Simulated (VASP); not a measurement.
Write the native input for VASP 6.6.1 that does the following.

```
Task                   : single point
Functional             : r2SCAN
Potentials or basis    : VASP PAW PBE potentials, release 64 (B)
Cutoff                 : 520 eV
k mesh                 : 17 × 17 × 5
Occupations            : fermi-dirac, width 0.1 eV
Spin                   : no spin polarisation
Dipole correction      : no
Further INCAR settings : ALGO = Normal; EDIFF = 1e-07; NBANDS = 14
```

Crystal: B.

```xyz
4
Lattice="1.7079 0.0000 0.0000 -0.8540 1.4791 0.0000 0.0000 0.0000 15.5336" Properties=species:S:1:pos:R:3 pbc="T T T"
B     0.0000    0.0000    0.0000
B     0.0000    0.0000    7.7668
B     0.0000    0.9861    3.8834
B     0.8540    0.4930   11.6502
```

The input as run:

POSCAR

```
B
1.0
    1.7079104768      0.0000000000      0.0000000000
   -0.8539552384      1.4790938603      0.0000000000
    0.0000000000      0.0000000000     15.5335622448
B
4
Direct
    0.0000000000      0.0000000000      0.0000000000
    0.0000000000      0.0000000000      0.5000000000
    0.3333333333      0.6666666667      0.2500000000
    0.6666666667      0.3333333333      0.7500000000
```

INCAR.step1

```
PREC = Accurate
ENCUT = 520
ISMEAR = -1
SIGMA = 0.1
LREAL = F
LASPH = T
NELM = 100
NBANDS = 14
GGA = PE
ALGO = Normal
EDIFF = 1E-4
LWAVE = T
LCHARG = F
```

INCAR.step2

```
PREC = Accurate
ENCUT = 520
EDIFF = 1E-7
ISMEAR = -1
SIGMA = 0.1
LREAL = F
LASPH = T
NELM = 100
ALGO = Normal
ISIF = 2
LWAVE = F
LCHARG = F
METAGGA = R2SCAN
LMIXTAU = T
NBANDS = 14
ISTART = 1
```

KPOINTS

```
regular mesh
0
Gamma
  17 17 5
```

Potentials or basis: VASP PAW PBE potentials, release 64 (B).

Launch:

```sh
$ cat potpaw_PBE.64/B/POTCAR > POTCAR
$ cp INCAR.step1 INCAR
$ mpirun -np 1 vasp_std > vasp.out
$ cp INCAR.step2 INCAR
$ mpirun -np 1 vasp_std > vasp.out
```

It gave:

```yaml
Pressure: 0.1 GPa
Band_gap_on_the_k_mesh: zero (band 6 reaches 8.06 eV, above the bottom of band 7 at -3.42 eV)
```

Caveat: the PAW data sets were made with another functional, which shifts forces and pressure a little.

Wall time 110 s on 1 thread of Intel(R) Xeon(R) 6975P-C (Granite Rapids), on a shared host, peak memory 0.18 GiB.
